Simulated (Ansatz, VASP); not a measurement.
**Ni: VASP beside Ansatz**

INCAR

```
PREC = Accurate
ENCUT = 520
EDIFF = 1E-7
ISMEAR = -1
SIGMA = 0.05
LREAL = F
LASPH = T
NELM = 150
ALGO = Fast
ISIF = 2
LWAVE = F
LCHARG = T
ISPIN = 2
MAGMOM = 1
LORBIT = 11
LMAXMIX = 4
GGA = PS
LELF = T
LVHAR = T
NBANDS = 15
```

The input KPOINTS:

```
Automatic mesh
0
Gamma
  11 11 11
```

POSCAR

```
Ni
1.0
    0.0000000000      1.7375729330      1.8070758503
    1.7375729330      0.0000000000      1.8070758503
    1.7375729330      1.7375729330      0.0000000000
Ni
1
Direct
    0.0000000000      0.0000000000      0.0000000000
```

The input input.yaml:

```yaml
crystal:
  lattice:
    - [0.0, 1.737572933, 1.8070758503]
    - [1.737572933, 0.0, 1.8070758503]
    - [1.737572933, 1.737572933, 0.0]
  atoms:
    - { symbol: Ni, position: [0.0, 0.0, 0.0], spin: 1.0 }
hamiltonian:
  xc: pbesol
  pseudopotentials: { kind: paw }
magnetization:
  spin_polarized: true
kpoints:
  mp_grid: { grid: [11, 11, 11] }
scf:
  occupations: { method: fermi_dirac, width: 0.05 }
output:
  forces: true
  stress: true
  eigenvalues: true
```

Alike in both runs: task single point; functional PBEsol; k mesh 11 × 11 × 11; occupations fermi-dirac, width 0.05 eV; collinear spin.

```csv
,VASP,Ansatz
version,VASP 6.6.1,Ansatz 0.2.0
potentials or method,"VASP PAW PBE potentials, release 64 (Ni)",Ansatz PAW
plane-wave cutoff (eV),520,420
valence electrons in the cell,10,18
```

```csv
,VASP,Ansatz,Ansatz less VASP
gap on the k mesh at the Fermi level (eV),none,none,-
pressure (GPa),-10.2,-10.4,-0.14
"traceless stress, the component that is largest in VASP (GPa)",-3.57,-3.69,-0.120
net moment per atom (μB),0.58,0.58,+0.004
size of the moment on the site where the two differ most (μB),0.59,0.62,+0.032
```

VASP's potentials were made for PBE, not for PBEsol. Site moments also hang on the region over which each program counts them. A gap of «none» marks a metal or a gap that the smearing closes. The functional is the same, so the differences come from potentials, cutoffs and numerics. VASP's potentials hold 10 valence electrons a cell and Ansatz's 18, so a difference there can come from the potentials and not from the codes.
